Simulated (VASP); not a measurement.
Crystal: LiF.

```
Li F
1.0
     0.00000    2.04171    2.04171
     2.04171    0.00000    2.04171
     2.04171    2.04171    0.00000
Li F
1 1
Direct
  0.00000 0.00000 0.00000
  0.50000 0.50000 0.50000
```

Program: VASP 6.6.1. Alike in all runs: task single point; cell as given.

Question: Order these runs on this cell by their pressure, lowest first.
A. level RPBE+U; potentials or basis VASP PAW PBE potentials, release 64 (Li_sv, F); spin off; U F p U = 2.0 eV; k mesh 10 × 10 × 10; cutoff (eV) 750; smearing fermi-dirac 0.035 eV
B. level r2SCAN; potentials or basis VASP PAW PBE potentials, release 64 (Li_sv, F_h); spin off; k mesh 10 × 10 × 10; cutoff (eV) 910; smearing gaussian 0.1 eV
C. level PBE+U; potentials or basis VASP PAW PBE potentials, release 64 (Li_sv, F); spin collinear; U F p U = 7.7 eV; fixed moment (μB) 1.0; k mesh 2 × 2 × 2; cutoff (eV) 750; smearing gaussian 0.1 eV
D. level PBE+U; potentials or basis VASP PAW PBE potentials, release 64 (Li_sv, F); spin off; U F p U = 1.2 eV; k mesh 10 × 10 × 10; cutoff (eV) 750; smearing tetrahedron

Answer: B (-5.9 GPa), D (-2.0 GPa), A (1.3 GPa), C (27.5 GPa).

Caveats: some runs use coarse meshes; the PAW data sets were made with another functional, which shifts forces and pressure a little (at least some runs); the cutoff is under 1.25 times the usual one of these potentials, so pressure, stress and relaxed cells hold a basis-set (Pulay) error (at least some runs); the cell stands under tension (at least some runs); the total moment is fixed, so each spin has its own Fermi level (at least some runs).
